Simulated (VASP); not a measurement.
Set up this calculation in VASP 6.6.1, as the native input.

```
Task                   : relaxation of cell and atoms
Functional             : PBE
Potentials or basis    : VASP PAW PBE potentials, release 64 (Cs_sv, As)
Cutoff                 : 600 eV
k mesh                 : 10 × 10 × 10
Occupations            : gaussian, width 0.1 eV
Spin                   : no spin polarisation
Dipole correction      : no
Further INCAR settings : ALGO = Fast; EDIFF = 1e-06; IBRION = 2; EDIFFG = -0.01; NSW = 100; ISIF = 3
```

The structure of CsAs3 lies in POSCAR:

```
CsAs3
1.0
    0.0000000000      3.8913287400      3.8913287400
    3.8913287400      0.0000000000      3.8913287400
    3.8913287400      3.8913287400      0.0000000000
Cs As
1 3
Direct
    0.0000000000      0.0000000000      0.0000000000
    0.2500000000      0.2500000000      0.2500000000
    0.7500000000      0.7500000000      0.7500000000
    0.5000000000      0.5000000000      0.5000000000
```

The cell was generated, and may not be a known phase.

One way to write it, as run:

INCAR

```
ALGO = Fast ; EDIFF = 1E-6
EDIFFG = -0.01 ; ENCUT = 600
GGA = PE ; IBRION = 2
ISIF = 3 ; ISMEAR = 0
LASPH = True ; LCHARG = False
LREAL = False ; LWAVE = False
NELM = 60 ; NSW = 100
PREC = Accurate ; SIGMA = 0.1
```

KPOINTS

```
k-points
0
Gamma
  10 10 10
```

Potentials or basis: VASP PAW PBE potentials, release 64 (Cs_sv, As).

Run with:

```console
$ cat potpaw_PBE.64/Cs_sv/POTCAR potpaw_PBE.64/As/POTCAR > POTCAR
$ mpirun -np 1 vasp_std > vasp.out
```

Results of the run:

| Item | Value |
| --- | --- |
| Relaxed volume | 26.49 Å³/atom |
| Relaxed cell | a = 5.312 Å, b = 5.312 Å, c = 5.312 Å, α = 60.00°, β = 60.00°, γ = 60.00° |
| Space group after relaxing (to 0.1 Å) | Fm-3m (No. 225) |
| Energy gained by relaxing | 32.2 meV/atom |
| Ionic steps | 3 |
| Pressure after relaxing | 0.0 GPa |
| Band gap on the k mesh | zero (bands 12 and 13 overlap by 2.31 eV) |

Caveat: spin-orbit coupling is left out, which moves the levels of the heavy elements.

Run time: 8.5 min on 1 thread of Oxide Virtual Turin-like Processor, on a shared host, peak memory 0.36 GiB.
